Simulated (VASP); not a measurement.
Here is a VASP 6.6.1 calculation.

Contents of INCAR:

```
PREC = Accurate ; ENCUT = 520
EDIFF = 1E-6 ; ISMEAR = 0
SIGMA = 0.01 ; LREAL = F
LASPH = T ; NELM = 60
ALGO = Normal ; ISIF = 2
LWAVE = F ; LCHARG = T
GGA = PE ; LELF = T
LVHAR = T ; NBANDS = 12
```

File KPOINTS:

```
Automatic mesh
0
Gamma
  4 4 4
```

File POSCAR:

```
LiCl
1.0
    0.0000000000      2.7778544695      2.7778544695
    2.7778544695      0.0000000000      2.7778544695
    2.7778544695      2.7778544695      0.0000000000
Li Cl
1 1
Direct
    0.0000000000      0.0000000000      0.0000000000
    0.2500000000      0.2500000000      0.2500000000
```

Potentials or basis: VASP PAW PBE potentials, release 64 (Li_sv, Cl).

Command:

```console
$ cat potpaw_PBE.64/Li_sv/POTCAR potpaw_PBE.64/Cl/POTCAR > POTCAR
$ mpirun -np 1 vasp_std > vasp.out
```

Question: What does it give for the band gap on the k mesh?

Answer: 5.89 eV, direct.

Caveat: the k points lie up to 0.49 Å⁻¹ apart.
